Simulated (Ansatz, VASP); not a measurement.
**Rb3Al3Cl2: VASP beside Ansatz**

```
Rb Al Cl
1.0
     3.19380    5.53183    0.00000
    -3.19380    5.53183    0.00000
    -3.19380    1.84394    7.16784
Rb Al Cl
3 3 2
Direct
  0.50000 0.00000 0.50000
  0.08130 0.83740 0.24390
  0.91870 0.16260 0.75610
  0.50000 0.50000 0.00000
  0.00000 0.50000 0.00000
  0.50000 0.00000 0.00000
  0.24710 0.50580 0.74130
  0.75290 0.49420 0.25870
```

Alike in both runs: task single point; functional PBE; k mesh 4 × 4 × 4; no spin polarisation.

```csv
,VASP,Ansatz
version,VASP 6.6.1,Ansatz 0.2.0
potentials or method,"VASP PAW PBE potentials, release 64 (Rb_sv, Al, Cl), cutoff 520 eV",PAW plane waves
occupations,"methfessel-paxton of order 1, width 0.01 eV","cold, width 0.01 eV"
valence electrons in the cell,50,50
```

VASP gave:

| Property | Result |
| --- | --- |
| gap on the k mesh at the Fermi level (eV) | none |
| pressure (GPa) | 1.8 |
| traceless stress, the component that is largest in VASP (GPa) | 2.87 |
| rms of the force components (eV/Å) | 0.627 |

Task: Estimate Ansatz's values.

Result: gap on the k mesh at the Fermi level (eV): none; pressure (GPa): 1.8; traceless stress, the component that is largest in VASP (GPa): 2.86; rms of the force components (eV/Å): 0.626.

Atom by atom the forces differ by 0.001 eV/Å (rms over components). A gap of «none» marks a metal or a gap that the smearing closes.
